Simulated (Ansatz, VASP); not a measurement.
## One calculation of MgO, two programs

```
Mg O
1.0
     2.13515   -2.13515    0.00000
     2.13515    0.00000   -2.13515
    10.27265   10.27265   10.27265
Mg O
6 6
Direct
  0.66667 0.66667 0.03464
  0.00000 0.00000 0.72747
  0.33333 0.33333 0.17321
  0.66667 0.66667 0.45034
  0.00000 0.00000 0.31177
  0.33333 0.33333 0.58890
  0.66667 0.66667 0.24249
  0.00000 0.00000 0.10392
  0.33333 0.33333 0.38105
  0.66667 0.66667 0.65819
  0.00000 0.00000 0.51962
  0.33333 0.33333 0.79675
```

Alike in both runs: task single point; functional PBE; k mesh 9 × 9 × 2; occupations gaussian, width 0.05 eV; no spin polarisation.

|  | VASP | Ansatz |
| --- | --- | --- |
| version | VASP 6.6.1 | Ansatz 0.2.0 |
| potentials or method | VASP PAW PBE potentials, release 64 (Mg, O), cutoff 520 eV | scalar-relativistic, plane waves, PAW |
| valence electrons in the cell | 48 | 96 |

Ansatz gave:

* gap on the k mesh at the Fermi level (eV): none
* pressure (GPa): -1.4
* traceless stress, the component that is largest in VASP (GPa): -0.59
* rms of the force components (eV/Å): 0.382

Task: Which values does VASP return?

Result: gap on the k mesh at the Fermi level (eV): none; pressure (GPa): -2.0; traceless stress, the component that is largest in VASP (GPa): -0.59; rms of the force components (eV/Å): 0.378.

Atom by atom the forces differ by 0.007 eV/Å (rms over components). A gap of «none» marks a metal or a gap that the smearing closes. VASP's potentials hold 48 valence electrons a cell and Ansatz's 96, so a difference there can come from the potentials and not from the codes.
